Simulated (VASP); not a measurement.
## SrO: single point with PBE

The system is SrO.

```
Sr O
1.0
     0.00000    2.59737    2.59737
     2.59737    0.00000    2.59737
     2.59737    2.59737    0.00000
Sr O
1 1
Direct
  0.50000 0.50000 0.50000
  0.00000 0.00000 0.00000
```

```
Program                : VASP 6.6.1
Task                   : single point
Functional             : PBE
Potentials or basis    : VASP PAW PBE potentials, release 64 (Sr_sv, O)
Cutoff                 : 520 eV
k mesh                 : 8 × 8 × 8
Occupations            : gaussian, width 0.02 eV
Spin                   : no spin polarisation
Dipole correction      : no
Further INCAR settings : ALGO = Normal; EDIFF = 1e-06; NBANDS = 15
```

| Item | Value |
| --- | --- |
| Pressure | 0.5 GPa |
| Band gap on the k mesh | 3.28 eV, indirect (least direct gap 3.39 eV) |

Levels at points of the mesh, in eV from the valence-band top:
```tsv
k point	band 5	band 6	band 7	band 8	band 9	band 10	band 11	band 12
(0.00, 0.00, 0.00)	-14.17	0.00	0.00	0.00	3.77	6.14	6.14	6.14
(0.50, 0.00, 0.00)	-12.99	-2.11	-1.08	-1.08	6.42	8.21	8.67	8.67
(0.50, 0.50, 0.00)	-14.50	-0.48	-0.11	-0.11	3.28	7.57	9.97	10.11
```

It took 21 s on 1 thread of Intel(R) Xeon(R) Platinum 8375C CPU @ 2.90GHz (Ice Lake), with other jobs on the host, peak memory 0.16 GiB.

A k mesh can miss the band edges. As with any semilocal functional, this PBE gap is likely too small.
